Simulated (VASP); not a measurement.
# AlGa3N4 (P1) in VASP: single point with PBEsol

Aim: the single point of AlGa3N4 with PBEsol.

Everything below comes from runs of VASP 6.6.1. Logs are shortened: lines on timing, memory, paths and dates and some standing lists are left out, and cuts for length are marked.

### Step 1. The cell of the first run

The typed cell holds 8 atoms: a = 4.472 Å, b = 4.472 Å, c = 4.472 Å, α = 90.00°, β = 90.00°, γ = 90.00°.

### Step 2. Single point, PBEsol (atoms moved at random)

INCAR

```
SYSTEM = AlGa3N4
  ALGO = Normal
  EDIFF = 1E-7
  ENCUT = 520
  GGA = PS
  ISIF = 2
  ISMEAR = 0
  LASPH = .TRUE.
  LCHARG = .FALSE.
  LREAL = .FALSE.
  LWAVE = .FALSE.
  NBANDS = 41
  NELM = 100
  PREC = Accurate
  SIGMA = 0.05
```

KPOINTS

```
k-points
0
G
  6 6 6
  0 0 0
```

POSCAR

```
AlGa3N4
1.0
    4.4716853600      0.0000000000      0.0000000000
    0.0000000000      4.4716853600      0.0000000000
    0.0000000000      0.0000000000      4.4716853600
Al Ga N
1 3 4
Direct
   -0.0607151934     -0.1268333710      0.0269017293
    0.5093916250      0.6089654161     -0.0030637965
    0.5135839473      0.0002061072      0.5528659253
    0.1191426421      0.4311151339      0.4749403927
    0.7678828962      0.7203403801      0.1953063310
    0.7361853778      0.3151655662      0.7175417743
    0.2127054161      0.8109664305      0.7864871487
    0.2018232889      0.2400743370      0.2490204952
```

Potentials or basis: VASP PAW PBE potentials, release 64 (Al, Ga_d, N).

Command:

```
$ cat potpaw_PBE.64/Al/POTCAR potpaw_PBE.64/Ga_d/POTCAR potpaw_PBE.64/N/POTCAR > POTCAR
$ mpirun -np 1 vasp_std > vasp.out
```

OUTCAR:

```text
SYSTEM = AlGa3N4
   EDIFF = 1E-7
   ENCUT = 520
   GGA = PS
   ISIF = 2
   ISMEAR = 0
   LASPH = .TRUE.
   LREAL = .FALSE.
   NELM = 100
   PREC = Accurate

 ion  position               nearest neighbor table
   1  0.939  0.873  0.027-   5 1.27   7 1.65   8 2.25   2 2.26   2 2.81   3 2.91   4 2.93   3 3.08

   2  0.509  0.609  0.997-   5 1.54   7 1.86   6 2.08   1 2.26   3 2.65   1 2.81   4 2.87
   3  0.514  0.000  0.553-   6 1.88   7 1.90   8 2.22   5 2.33   4 2.64   2 2.65   1 2.91   1 3.08

   4  0.119  0.431  0.475-   8 1.37   6 2.09   7 2.24   3 2.64   2 2.87   1 2.93
   5  0.768  0.720  0.195-   1 1.27   2 1.54   3 2.33
   6  0.736  0.315  0.718-   3 1.88   2 2.08   4 2.09
   7  0.213  0.811  0.786-   1 1.65   2 1.86   3 1.90   4 2.24
   8  0.202  0.240  0.249-   4 1.37   3 2.22   1 2.25

 -----------------------------------------------------------------------------
|                                                                             |
|           W    W    AA    RRRRR   N    N  II  N    N   GGGG   !!!           |
|           W    W   A  A   R    R  NN   N  II  NN   N  G    G  !!!           |
|           W    W  A    A  R    R  N N  N  II  N N  N  G       !!!           |
|           W WW W  AAAAAA  RRRRR   N  N N  II  N  N N  G  GGG   !            |
|           WW  WW  A    A  R   R   N   NN  II  N   NN  G    G                |
|           W    W  A    A  R    R  N    N  II  N    N   GGGG   !!!           |
|                                                                             |
|     The distance between some ions is very small. Please check the          |
|     nearest-neighbor list in the OUTCAR file.                               |
|     I HOPE YOU KNOW WHAT YOU ARE DOING!                                     |
|                                                                             |
 -----------------------------------------------------------------------------

  LATTYP: Found a simple cubic cell.
 ALAT       =     4.4716853600

  Lattice vectors:

 A1 = (   4.4716853600,   0.0000000000,   0.0000000000)
 A2 = (   0.0000000000,   4.4716853600,   0.0000000000)
 A3 = (   0.0000000000,   0.0000000000,   4.4716853600)

Analysis of symmetry for initial positions (statically):
=====================================================================
 Subroutine PRICEL returns:
 Original cell was already a primitive cell.

 Routine SETGRP: Setting up the symmetry group for a
 simple cubic supercell.

 Subroutine GETGRP returns: Found  1 space group operations
 (whereof  1 operations were pure point group operations)
 out of a pool of 48 trial point group operations.

The static configuration has the point symmetry C_1 .

Analysis of symmetry for dynamics (positions and initial velocities):
=====================================================================
 Subroutine PRICEL returns:
 Original cell was already a primitive cell.

 Routine SETGRP: Setting up the symmetry group for a
 simple cubic supercell.

 Subroutine GETGRP returns: Found  1 space group operations
 (whereof  1 operations were pure point group operations)
 out of a pool of 48 trial point group operations.

The dynamic configuration has the point symmetry C_1 .

 Subroutine INISYM returns: Found  1 space group operations
 (whereof  1 operations are pure point group operations),
 and found     1 'primitive' translations

----------------------------------------------------------------------------------------

                                     Primitive cell

  volume of cell :      89.4157

  direct lattice vectors                    reciprocal lattice vectors
     4.471685360  0.000000000  0.000000000     0.223629330  0.000000000  0.000000000
     0.000000000  4.471685360  0.000000000     0.000000000  0.223629330  0.000000000
     0.000000000  0.000000000  4.471685360     0.000000000  0.000000000  0.223629330

  length of vectors
     4.471685360  4.471685360  4.471685360     0.223629330  0.223629330  0.223629330

  position of ions in fractional coordinates (direct lattice)
     0.939284807  0.873166629  0.026901729
     0.509391625  0.608965416  0.996936203
     0.513583947  0.000206107  0.552865925
     0.119142642  0.431115134  0.474940393
     0.767882896  0.720340380  0.195306331
     0.736185378  0.315165566  0.717541774
     0.212705416  0.810966431  0.786487149
     0.201823289  0.240074337  0.249020495

  ion indices of the primitive-cell ions
   primitive index   ion index
                 1           1
                 2           2
                 3           3
                 4           4
                 5           5
                 6           6
                 7           7
                 8           8

----------------------------------------------------------------------------------------

 KPOINTS: k-points

Automatic generation of k-mesh.
 Grid dimensions read from file:
 generate k-points for:    6    6    6

 Generating k-lattice:

  Cartesian coordinates                     Fractional coordinates (reciprocal lattice)
     0.037271555  0.000000000  0.000000000     0.166666667  0.000000000  0.000000000
     0.000000000  0.037271555  0.000000000     0.000000000  0.166666667  0.000000000
     0.000000000  0.000000000  0.037271555     0.000000000  0.000000000  0.166666667

  Length of vectors
     0.037271555  0.037271555  0.037271555

  Shift w.r.t. Gamma in fractional coordinates (k-lattice)
     0.000000000  0.000000000  0.000000000

 Subroutine IBZKPT returns following result:
 ===========================================

 Found    112 irreducible k-points:

 Following reciprocal coordinates:
            Coordinates               Weight
  0.000000  0.000000  0.000000      1.000000
  0.166667  0.000000  0.000000      2.000000
  0.000000  0.166667  0.000000      2.000000
  0.000000  0.000000  0.166667      2.000000
  0.333333  0.000000  0.000000      2.000000
  0.000000  0.333333  0.000000      2.000000
[... 16 lines left out ...]
  0.000000 -0.333333  0.166667      2.000000
 -0.166667  0.000000  0.333333      2.000000
 [... further k-points ...]
   k-points           NKPTS =    112   k-points in BZ     NKDIM =    112   number of bands    NBANDS=     41
   number of dos      NEDOS =    301   number of ions     NIONS =      8
   total plane-waves  NPLWV =  46656
   dimension x,y,z NGX =    36 NGY =   36 NGZ =   36
   dimension x,y,z NGXF=    72 NGYF=   72 NGZF=   72
   ions per type =               1   3   4
   NGX,Y,Z   is equivalent  to a cutoff of  13.38, 13.38, 13.38 a.u.
   NGXF,Y,Z  is equivalent  to a cutoff of  26.77, 26.77, 26.77 a.u.
 SYSTEM =  AlGa3N4
   PREC   = accura    normal or accurate (medium, high low for compatibility)
   ISTART =      0    job   : 0-new  1-cont  2-samecut
   ICHARG =      2    charge: 1-file 2-atom 10-const
   ISPIN  =      1    spin polarized calculation?
   LNONCOLLINEAR =      F non collinear calculations
   LSORBIT =      F    spin-orbit coupling
   LASPH  =      T    aspherical Exc in radial PAW
   ENCUT  =  520.0 eV  38.22 Ry    6.18 a.u.   8.31  8.31  8.31*2*pi/ulx,y,z
   NELM   =    100;   NELMIN=  2; NELMDL= -5     # of ELM steps
   EDIFF  = 0.1E-06   stopping-criterion for ELM
   LREAL  =      F    real-space projection
   EDIFFG = 0.1E-05   stopping-criterion for IOM
   NSW    =      0    number of steps for IOM
   IBRION =     -1    ionic relax: 0-MD 1-quasi-New 2-CG
   NFREE  =      0    steps in history (QN), initial steepest desc. (CG)
   ISIF   =      2    stress and relaxation
   ISYM   =      2    0-nonsym 1-usesym 2-fastsym
   POTIM  = 0.5000    time-step for ionic-motion
   TEBEG  =    0.0;   TEEND  =   0.0 temperature during run
   PSTRESS=    0.0 pullay stress
   NELECT =      62.0000    total number of electrons
   NUPDOWN=      -1.0000    fix difference up-down
   EMIN   =  10.00;   EMAX   =-10.00  energy-range for DOS
   EFERMI =   0.00;   METHOD = LEGACY
   ISMEAR =     0;   SIGMA  =   0.05  broadening in eV -4-tet -1-fermi 0-gaus
   EFERMI_NEDOS =   21; number of points for ismear=-14 and -15
   IALGO  =     38    algorithm
   IMIX   =      4    mixing-type and parameters
     AMIX     =   0.40;   BMIX     =  1.00
     AMIX_MAG =   1.60;   BMIX_MAG =  1.00
  volume/ion in A,a.u.               =      11.18        75.43
  Fermi-wavevector in a.u.,A,eV,Ry     =   1.448997  2.738207 28.566688  2.099592
  Thomas-Fermi vector in A             =   2.566774
   LORBIT       =      0    0 simple, 1 ext, 2 COOP (PROOUT), +10 PAW based schemes
   GGA     = PS    functional components
   LHFCALC =     F    Hartree Fock is set to
   AEXX    =    0.0000 exact exchange contribution
   IVDW    =     0    specifies the selected vdW correction
   LEPSILON=     F    determine dielectric tensor
   LRPA    =     F    only Hartree local field effects (RPA)
 non-spin polarized calculation
 Gauss-broadening in eV      SIGMA  =   0.05
  energy-cutoff  :      520.00
  volume of cell :       89.42
 maximum number of plane-waves:      2469
 NGX is ok and might be reduce to    36
   NGX = 17   NGY = 17   NGZ = 17

 number of electron      61.9999991 magnetization

 Free energy of the ion-electron system (eV)
  ---------------------------------------------------
  ext. energy  EPLUGINS =         0.00000000
  ---------------------------------------------------
  free energy    TOTEN  =       -33.97578524 eV

  energy without entropy =      -33.97576644  energy(sigma->0) =      -33.97577584

 E-fermi :   6.0543     XC(G=0): -11.6423

 val. band max:        5.9682735000   @ k =   0.5000   0.5000   0.5000
 cond. band min:       6.1361943506   @ k =   0.0000   0.0000   0.0000
 fundamental gap:      0.1679208507
 Fermi energy:         6.0543038001

 k-point     1 :       0.0000    0.0000    0.0000
  band No.  band energies     occupation
      1     -12.3008      2.00000
      2     -11.7115      2.00000
      3     -10.2833      2.00000
      4      -9.2601      2.00000
      5      -9.0211      2.00000
      6      -8.9314      2.00000
[... 33 lines left out ...]
     40      15.4820      0.00000
     41      16.1480      0.00000

 k-point     2 :       0.1667    0.0000    0.0000
  band No.  band energies     occupation
      1     -12.2571      2.00000
      2     -11.7050      2.00000
      3     -10.3099      2.00000
      4      -9.2508      2.00000
      5      -9.0212      2.00000
      6      -8.9044      2.00000
[... 33 lines left out ...]
     40      15.3025      0.00000
     41      16.0782      0.00000

 k-point     3 :       0.0000    0.1667    0.0000
  band No.  band energies     occupation
      1     -12.2564      2.00000
      2     -11.7295      2.00000
      3     -10.2864      2.00000
      4      -9.2480      2.00000
      5      -9.0196      2.00000
      6      -8.9220      2.00000
[... 33 lines left out ...]
     40      15.3791      0.00000
     41      16.1277      0.00000

 k-point     4 :       0.0000    0.0000    0.1667
  band No.  band energies     occupation
      1     -12.2538      2.00000
      2     -11.7210      2.00000
      3     -10.3009      2.00000
      4      -9.2506      2.00000
      5      -9.0213      2.00000
      6      -8.9211      2.00000
[... 825 lines left out ...]
     40      14.7448      0.00000
     41      15.5874      0.00000

 k-point    23 :       0.0000   -0.3333    0.1667
  band No.  band energies     occupation
      1     -12.1496      2.00000
      2     -11.7554      2.00000
      3     -10.2913      2.00000
      4      -9.2348      2.00000
      5      -9.0174      2.00000
      6      -8.8869      2.00000
[... 33 lines left out ...]
     40      14.9455      0.00000
     41      15.7381      0.00000

 k-point    24 :      -0.1667    0.0000    0.3333
  band No.  band energies     occupation
      1     -12.1338      2.00000
      2     -11.7214      2.00000
      3     -10.3563      2.00000
      4      -9.2253      2.00000
      5      -9.0187      2.00000
      6      -8.8653      2.00000
[... 33 lines left out ...]
     40      15.0710      0.00000
     41      15.3846      0.00000

 [... further k-points ...]
[... 5 lines left out ...]
  --------------------------------------------------------------------------------------
  -------------------------------------------------------------------------------------
  Total       40.5170253     29.3624713     50.2001758     14.2191849      2.8716910    -21.0221631
  in kB      725.9963234    526.1256479    899.5019457    254.7836588     51.4558289   -376.6814811
  external PRESSURE =     717.2079723 kB  Pullay stress =       0.0000000 kB

 VOLUME and BASIS-vectors are now :
 -----------------------------------------------------------------------------
  energy-cutoff  :      520.00
  volume of cell :       89.42
      direct lattice vectors                 reciprocal lattice vectors
     4.471685360  0.000000000  0.000000000     0.223629330  0.000000000  0.000000000
     0.000000000  4.471685360  0.000000000     0.000000000  0.223629330  0.000000000
     0.000000000  0.000000000  4.471685360     0.000000000  0.000000000  0.223629330

 POSITION                                       TOTAL-FORCE (eV/Angst)
 -----------------------------------------------------------------------------------
      4.20019      3.90453      0.12030        25.014337     28.035867    -21.145507
      2.27784      2.72310      4.45799        -9.316214     -8.983785     -5.986461
      2.29659      0.00092      2.47224        -0.028144      1.861177     -2.145605
      0.53277      1.92781      2.12378       -11.424966     18.869491     23.645176
      3.43373      3.22114      0.87335       -17.920716    -16.554197     31.902166
      3.29199      1.40932      3.20862         0.254940     -0.931356      0.723157
      0.95115      3.62639      3.51692         3.604704     -2.777522     -4.970076
      0.90249      1.07354      1.11354         9.816058    -19.519675    -22.022851
 -----------------------------------------------------------------------------------
    total drift:                               -0.000707     -0.000445     -0.000264

  FREE ENERGIE OF THE ION-ELECTRON SYSTEM (eV)
  ---------------------------------------------------
  free  energy   TOTEN  =       -33.9757852405 eV

  energy  without entropy=      -33.9757664432  energy(sigma->0) =      -33.97577584
```

It took 27 min on 1 thread of AMD EPYC, shared host; peak memory 0.4 GiB.

Results:

| Property | Result |
| --- | --- |
| Free energy | -33.9758 eV |
| Pressure | 71.7 GPa |
| Largest force | 43.114 eV/Å |
| Band gap on the k mesh | 0.17 eV (least direct gap 0.40 eV) |

Forces in eV/Å, atoms in the order of the input:
```
Al   25.014  28.036 -21.146
Ga   -9.316  -8.984  -5.986
Ga   -0.028   1.861  -2.146
Ga  -11.425  18.869  23.645
N   -17.921 -16.554  31.902
N     0.255  -0.931   0.723
N     3.605  -2.778  -4.970
N     9.816 -19.520 -22.023
```

Levels at points of the mesh, in eV from the valence-band top:
| k point | band 29 | band 30 | band 31 | band 32 | band 33 | band 34 |
| --- | --- | --- | --- | --- | --- | --- |
| (0.00, 0.00, 0.00) | -1.12 | -0.63 | -0.23 | 0.17 | 1.34 | 2.25 |
| (0.50, 0.00, 0.00) | -1.89 | -1.58 | -1.02 | 1.74 | 2.34 | 4.61 |
| (0.00, 0.50, 0.00) | -2.40 | -0.77 | -0.72 | 2.68 | 3.64 | 4.08 |
| (0.00, 0.00, 0.50) | -1.76 | -1.26 | -1.21 | 1.98 | 3.07 | 3.92 |
| (0.50, 0.50, 0.00) | -1.61 | -0.89 | -0.56 | 3.32 | 4.17 | 5.30 |
| (0.00, 0.50, 0.50) | -1.50 | -1.41 | -0.46 | 3.05 | 3.40 | 4.22 |
| (0.50, 0.00, 0.50) | -2.28 | -0.45 | -0.05 | 2.50 | 4.28 | 4.80 |
| (0.50, 0.50, 0.50) | -1.32 | -0.52 | 0.00 | 2.47 | 3.27 | 4.05 |

Caveat: the cell differs from its parent crystal (atoms moved at random); atoms lie so close that the PAW spheres overlap strongly, which falsifies energies and pressures; the stress differs along the axes, from 53 to 90 GPa; semilocal functionals underestimate gaps, and a narrow one can read as zero; the PAW data sets were made with another functional, which shifts forces and pressure a little. A k mesh can miss the band edges.
